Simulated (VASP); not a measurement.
# Br (Cmce) in VASP: further runs, part 2 of 3

VASP 6.6.1.

**3. Single point, LDA (volume scaled by 1.04)**

INCAR

```
SYSTEM = Br
PREC = Accurate ; ENCUT = 520
EDIFF = 1E-7 ; ISMEAR = -1
SIGMA = 0.05 ; LREAL = .FALSE.
LASPH = .TRUE. ; NELM = 60
ALGO = Normal ; ISIF = 2
LWAVE = .FALSE. ; LCHARG = .FALSE.
NBANDS = 22
```

KPOINTS

```
Automatic mesh
0
G
  7 7 3
  0 0 0
```

POSCAR

```
Br
1.0
    3.4075083649     -2.3531133733      0.0000000000
    3.4075083649      2.3531133733      0.0000000000
    0.0000000000      0.0000000000      8.8168170799
Br
4
Direct
    0.3651000000      0.6349000000      0.3901000000
    0.1349000000      0.8651000000      0.8901000000
    0.6349000000      0.3651000000      0.6099000000
    0.8651000000      0.1349000000      0.1099000000
```

Potentials or basis: VASP PAW LDA potentials, release 64 (Br).

On the command line:

```console
$ cat potpaw_LDA.64/Br/POTCAR > POTCAR
$ mpirun -np 1 vasp_std > vasp.out
```

OUTCAR:

```text
SYSTEM = Br
   PREC = Accurate
   ENCUT = 520
   EDIFF = 1E-7
   ISMEAR = -1
   LREAL = .FALSE.
   LASPH = .TRUE.
   NELM = 60
   ISIF = 2

 ion  position               nearest neighbor table
   1  0.365  0.635  0.390-   3 2.32
   2  0.135  0.865  0.890-   4 2.32
   3  0.635  0.365  0.610-   1 2.32
   4  0.865  0.135  0.110-   2 2.32

  LATTYP: Found a base centered orthorhombic cell.
 ALAT       =     4.7062267466
 B/A-ratio  =     1.4480850789
 C/A-ratio  =     1.8734365246

  Lattice vectors:

 A1 = (  -3.4075083649,  -2.3531133733,   0.0000000000)
 A2 = (   3.4075083649,  -2.3531133733,   0.0000000000)
 A3 = (   0.0000000000,   0.0000000000,   8.8168170799)

Analysis of symmetry for initial positions (statically):
=====================================================================
 Subroutine PRICEL returns:
 Original cell was already a primitive cell.

 Routine SETGRP: Setting up the symmetry group for a
 base centered orthorhombic supercell.

 Subroutine GETGRP returns: Found  8 space group operations
[... 163 lines left out ...]
  ---------------------------------------------------
  ext. energy  EPLUGINS =         0.00000000
  ---------------------------------------------------
  free energy    TOTEN  =        -8.01904107 eV

  energy without entropy =       -8.01904103  energy(sigma->0) =       -8.01904105

 E-fermi :   0.1353     XC(G=0):  -8.1728

 val. band max:       -0.7167652916   @ k =  -0.4286   0.4286   0.0000
 cond. band min:       0.9213447522   @ k =   0.0000   0.0000   0.0000
 fundamental gap:      1.6381100438
 Fermi energy:         0.1353448959

 k-point     1 :       0.0000    0.0000    0.0000
  band No.  band energies     occupation
      1     -16.4492      2.00000
      2     -16.1547      2.00000
      3     -13.7860      2.00000
      4     -13.1841      2.00000
      5      -5.5123      2.00000
      6      -4.5851      2.00000
[... 589 lines left out ...]
     21       8.6389      0.00000
     22       8.7907      0.00000

 [... further k-points ...]
[... 5 lines left out ...]
  --------------------------------------------------------------------------------------
  -------------------------------------------------------------------------------------
  Total       -1.0018913     -2.3799150     -2.1627540      0.0000000      0.0000000      0.0000000
  in kB      -11.3529718    -26.9681038    -24.5073352      0.0000000      0.0000000      0.0000000
  external PRESSURE =     -20.9428036 kB  Pullay stress =       0.0000000 kB

 VOLUME and BASIS-vectors are now :
 -----------------------------------------------------------------------------
  energy-cutoff  :      520.00
  volume of cell :      141.39
      direct lattice vectors                 reciprocal lattice vectors
     3.407508365 -2.353113373  0.000000000     0.146734783 -0.212484450  0.000000000
     3.407508365  2.353113373  0.000000000     0.146734783  0.212484450  0.000000000
     0.000000000  0.000000000  8.816817080     0.000000000  0.000000000  0.113419615

 POSITION                                       TOTAL-FORCE (eV/Angst)
 -----------------------------------------------------------------------------------
      3.40751      0.63487      3.43944         0.000000      0.061666     -0.309419
      3.40751      1.71824      7.84785         0.000000     -0.061666     -0.309419
      3.40751     -0.63487      5.37738         0.000000     -0.061666      0.309419
      3.40751     -1.71824      0.96897         0.000000      0.061666      0.309419
 -----------------------------------------------------------------------------------
    total drift:                                0.000000      0.000000     -0.000000

  FREE ENERGIE OF THE ION-ELECTRON SYSTEM (eV)
  ---------------------------------------------------
  free  energy   TOTEN  =        -8.0190410715 eV

  energy  without entropy=       -8.0190410323  energy(sigma->0) =       -8.01904105
```

It took 34 s on 1 thread of Intel Xeon 6975P-C (Granite Rapids), shared host; peak memory 0.23 GiB.

Results:

| Property | Result |
| --- | --- |
| Free energy | -8.0190 eV |
| Pressure | -2.1 GPa |
| Largest force | 0.316 eV/Å |
| Band gap on the k mesh | 1.64 eV, indirect (least direct gap 1.65 eV) |

Forces on the atoms (eV/Å):
```
Br   0.000  0.062 -0.309
Br   0.000 -0.062 -0.309
Br   0.000 -0.062  0.309
Br   0.000  0.062  0.309
```

Stress tensor (GPa, compression positive):
```
-1.14  0.00  0.00
 0.00 -2.70  0.00
 0.00  0.00 -2.45
```

Levels at points of the mesh, in eV from the valence-band top:
```csv
k point,band 11,band 12,band 13,band 14,band 15,band 16,band 17,band 18
"(0.00, 0.00, 0.00)",-0.90,-0.34,-0.06,-0.02,1.64,2.39,5.53,6.37
```

 A k mesh can miss the band edges.

**4. Single point, PBEsol (volume scaled by 1.04)**

INCAR

```
SYSTEM = Br
PREC     = Accurate       ! precision mode
ENCUT    = 520            ! plane-wave cutoff, eV
EDIFF    = 1E-6           ! SCF threshold, eV
ISMEAR   = -1             ! smearing method
SIGMA    = 0.05           ! smearing width, eV
LREAL    = .False.        ! projectors in reciprocal space
LASPH    = .True.         ! aspherical terms in the spheres
NELM     = 100            ! most SCF steps
ALGO     = Normal         ! electronic algorithm
ISIF     = 2              ! what is computed and relaxed
LWAVE    = .False.        ! write WAVECAR
LCHARG   = .False.        ! write CHGCAR
GGA      = PS             ! functional
NBANDS   = 22             ! bands
```

KPOINTS

```
regular mesh
0
Gamma
  7 7 3
  0 0 0
```

POSCAR is that of step 3.

Potentials or basis: VASP PAW PBE potentials, release 64 (Br).

On the command line:

```console
$ cat potpaw_PBE.64/Br/POTCAR > POTCAR
$ mpirun -np 1 vasp_std > vasp.out
```

OUTCAR:

```text
SYSTEM = Br
   PREC = Accurate
   ENCUT = 520
   EDIFF = 1E-6
   ISMEAR = -1
   LREAL = .False.
   LASPH = .True.
   NELM = 100
   ISIF = 2
   GGA = PS

 ion  position               nearest neighbor table
   1  0.365  0.635  0.390-   3 2.32
   2  0.135  0.865  0.890-   4 2.32
   3  0.635  0.365  0.610-   1 2.32
   4  0.865  0.135  0.110-   2 2.32

  LATTYP: Found a base centered orthorhombic cell.
 ALAT       =     4.7062267466
 B/A-ratio  =     1.4480850789
 C/A-ratio  =     1.8734365246

  Lattice vectors:

 A1 = (  -3.4075083649,  -2.3531133733,   0.0000000000)
 A2 = (   3.4075083649,  -2.3531133733,   0.0000000000)
 A3 = (   0.0000000000,   0.0000000000,   8.8168170799)

Analysis of symmetry for initial positions (statically):
=====================================================================
 Subroutine PRICEL returns:
 Original cell was already a primitive cell.

 Routine SETGRP: Setting up the symmetry group for a
 base centered orthorhombic supercell.

 Subroutine GETGRP returns: Found  8 space group operations
 (whereof  4 operations were pure point group operations)
 out of a pool of  8 trial point group operations.

The static configuration has the point symmetry C_2h.
 The point group associated with its full space group is D_2h.

Analysis of symmetry for dynamics (positions and initial velocities):
=====================================================================
 Subroutine PRICEL returns:
 Original cell was already a primitive cell.

 Routine SETGRP: Setting up the symmetry group for a
 base centered orthorhombic supercell.

 Subroutine GETGRP returns: Found  8 space group operations
 (whereof  4 operations were pure point group operations)
 out of a pool of  8 trial point group operations.

The dynamic configuration has the point symmetry C_2h.
 The point group associated with its full space group is D_2h.

 Subroutine INISYM returns: Found  8 space group operations
[... 111 lines left out ...]
   PSTRESS=    0.0 pullay stress
   NELECT =      28.0000    total number of electrons
   NUPDOWN=      -1.0000    fix difference up-down
   EMIN   =  10.00;   EMAX   =-10.00  energy-range for DOS
   EFERMI =   0.00;   METHOD = LEGACY
   ISMEAR =    -1;   SIGMA  =   0.05  broadening in eV -4-tet -1-fermi 0-gaus
   EFERMI_NEDOS =   21; number of points for ismear=-14 and -15
   IALGO  =     38    algorithm
   IMIX   =      4    mixing-type and parameters
     AMIX     =   0.40;   BMIX     =  1.00
     AMIX_MAG =   1.60;   BMIX_MAG =  1.00
  volume/ion in A,a.u.               =      35.35       238.54
  Fermi-wavevector in a.u.,A,eV,Ry     =   0.954231  1.803236 12.388884  0.910557
  Thomas-Fermi vector in A             =   2.082959
   LORBIT       =      0    0 simple, 1 ext, 2 COOP (PROOUT), +10 PAW based schemes
   GGA     = PS    functional components
   LHFCALC =     F    Hartree Fock is set to
   AEXX    =    0.0000 exact exchange contribution
   IVDW    =     0    specifies the selected vdW correction
   LEPSILON=     F    determine dielectric tensor
   LRPA    =     F    only Hartree local field effects (RPA)
 non-spin polarized calculation
  energy-cutoff  :      520.00
  volume of cell :      141.39
 maximum number of plane-waves:      3841
   NGX = 15   NGY = 15   NGZ = 33

 number of electron      27.9999995 magnetization

 Free energy of the ion-electron system (eV)
  ---------------------------------------------------
  ext. energy  EPLUGINS =         0.00000000
  ---------------------------------------------------
  free energy    TOTEN  =        -7.14214377 eV

  energy without entropy =       -7.14214375  energy(sigma->0) =       -7.14214376

 E-fermi :   0.1588     XC(G=0):  -7.8817

 val. band max:       -0.7365253497   @ k =  -0.4286   0.4286   0.0000
 cond. band min:       0.9865720622   @ k =   0.0000   0.0000   0.0000
 fundamental gap:      1.7230974119
 Fermi energy:         0.1587973516

 k-point     1 :       0.0000    0.0000    0.0000
  band No.  band energies     occupation
      1     -16.4523      2.00000
      2     -16.1593      2.00000
      3     -13.7865      2.00000
      4     -13.1874      2.00000
      5      -5.5030      2.00000
      6      -4.5868      2.00000
[... 589 lines left out ...]
     21       8.7744      0.00000
     22       8.9376      0.00000

 [... further k-points ...]
[... 5 lines left out ...]
  --------------------------------------------------------------------------------------
  -------------------------------------------------------------------------------------
  Total       -0.0717931     -1.2095103     -0.9370846      0.0000000      0.0000000      0.0000000
  in kB       -0.8135261    -13.7056156    -10.6186122      0.0000000      0.0000000      0.0000000
  external PRESSURE =      -8.3792513 kB  Pullay stress =       0.0000000 kB

 VOLUME and BASIS-vectors are now :
 -----------------------------------------------------------------------------
  energy-cutoff  :      520.00
  volume of cell :      141.39
      direct lattice vectors                 reciprocal lattice vectors
     3.407508365 -2.353113373  0.000000000     0.146734783 -0.212484450  0.000000000
     3.407508365  2.353113373  0.000000000     0.146734783  0.212484450  0.000000000
     0.000000000  0.000000000  8.816817080     0.000000000  0.000000000  0.113419615

 POSITION                                       TOTAL-FORCE (eV/Angst)
 -----------------------------------------------------------------------------------
      3.40751      0.63487      3.43944         0.000000      0.079527     -0.315501
      3.40751      1.71824      7.84785         0.000000     -0.079527     -0.315501
      3.40751     -0.63487      5.37738         0.000000     -0.079527      0.315501
      3.40751     -1.71824      0.96897         0.000000      0.079527      0.315501
 -----------------------------------------------------------------------------------
    total drift:                               -0.000000      0.000000     -0.000000

  FREE ENERGIE OF THE ION-ELECTRON SYSTEM (eV)
  ---------------------------------------------------
  free  energy   TOTEN  =        -7.1421437711 eV

  energy  without entropy=       -7.1421437532  energy(sigma->0) =       -7.14214376
```

stdout:

```text
POSCAR found type information on POSCAR Br
 POSCAR found :  1 types and       4 ions
 scaLAPACK will be used
 -----------------------------------------------------------------------------
|                                                                             |
|                                                                             |
|     You enforced a specific xc type in the INCAR file but a different       |
|     I HOPE YOU KNOW WHAT YOU ARE DOING!                                     |
|                                                                             |
 -----------------------------------------------------------------------------

 LDA part: xc-table for (Slater+PW92), standard interpolation
 POSCAR, INCAR and KPOINTS ok, starting setup
 FFT: planning ... GRIDC
 FFT: planning ... GRID_SOFT
 FFT: planning ... GRID
 WAVECAR not read
 entering main loop
```

Wall time 32 s (1 thread of Intel Xeon 6975P-C (Granite Rapids), shared host); peak memory 0.27 GiB.

Results:

| Item | Value |
| --- | --- |
| Free energy | -7.1421 eV |
| Pressure | -0.8 GPa |
| Largest force | 0.325 eV/Å |
| Band gap on the k mesh | 1.72 eV, indirect (least direct gap 1.74 eV) |

Forces in eV/Å, atoms in the order of the input:
```
Br   0.000  0.080 -0.316
Br   0.000 -0.080 -0.316
Br   0.000 -0.080  0.316
Br   0.000  0.080  0.316
```

Caveat: the PAW data sets were made with another functional, which shifts forces and pressure a little.

(Part 2 of 3 ends here.)
